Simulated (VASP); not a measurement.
Wanted: the native input for a VASP 6.6.1 run.

| Property | Result |
| --- | --- |
| Task | single point |
| Functional | PBEsol |
| Potentials or basis | VASP PAW PBE potentials, release 64 (Mg, O) |
| Cutoff | 520 eV |
| k mesh | 9 × 9 × 6 |
| Occupations | gaussian, width 0.02 eV |
| Spin | no spin polarisation |
| Dipole correction | no |
| Further INCAR settings | ALGO = Normal; EDIFF = 1e-06; NBANDS = 16 |

The structure of MgO lies in POSCAR:

```
MgO
1.0
    3.3028386699      0.0000000000      0.0000000000
   -1.6514193350      2.8603421927      0.0000000000
    0.0000000000      0.0000000000      5.0202782649
Mg O
2 2
Direct
    0.3333333333      0.6666666667      0.0037134796
    0.6666666667      0.3333333333      0.5037134796
    0.3333333333      0.6666666667      0.4008865204
    0.6666666667      0.3333333333      0.9008865204
```

One way to write it, as run:

INCAR

```
SYSTEM = MgO
ALGO     = Normal         ! electronic algorithm
EDIFF    = 1E-6           ! SCF threshold, eV
ENCUT    = 520            ! plane-wave cutoff, eV
GGA      = PS             ! functional
ISIF     = 2              ! what is computed and relaxed
ISMEAR   = 0              ! smearing method
LASPH    = .TRUE.         ! aspherical terms in the spheres
LCHARG   = .FALSE.        ! write CHGCAR
LREAL    = .FALSE.        ! projectors in reciprocal space
LWAVE    = .FALSE.        ! write WAVECAR
NBANDS   = 16             ! bands
NELM     = 80             ! most SCF steps
PREC     = Accurate       ! precision mode
SIGMA    = 0.02           ! smearing width, eV
```

KPOINTS

```
k-points
0
G
  9 9 6
  0 0 0
```

Potentials or basis: VASP PAW PBE potentials, release 64 (Mg, O).

Command:

```console
$ cat potpaw_PBE.64/Mg/POTCAR potpaw_PBE.64/O/POTCAR > POTCAR
$ mpirun -np 1 vasp_std > vasp.out
```

It gave:

```json
{"Pressure": "-0.3 GPa", "Band gap on the k mesh": "3.36 eV, direct"}
```

Caveat: the PAW data sets were made with another functional, which shifts forces and pressure a little.

It took 71 s on 1 thread of AMD EPYC 7R13, with other jobs on the host, peak memory 0.16 GiB.
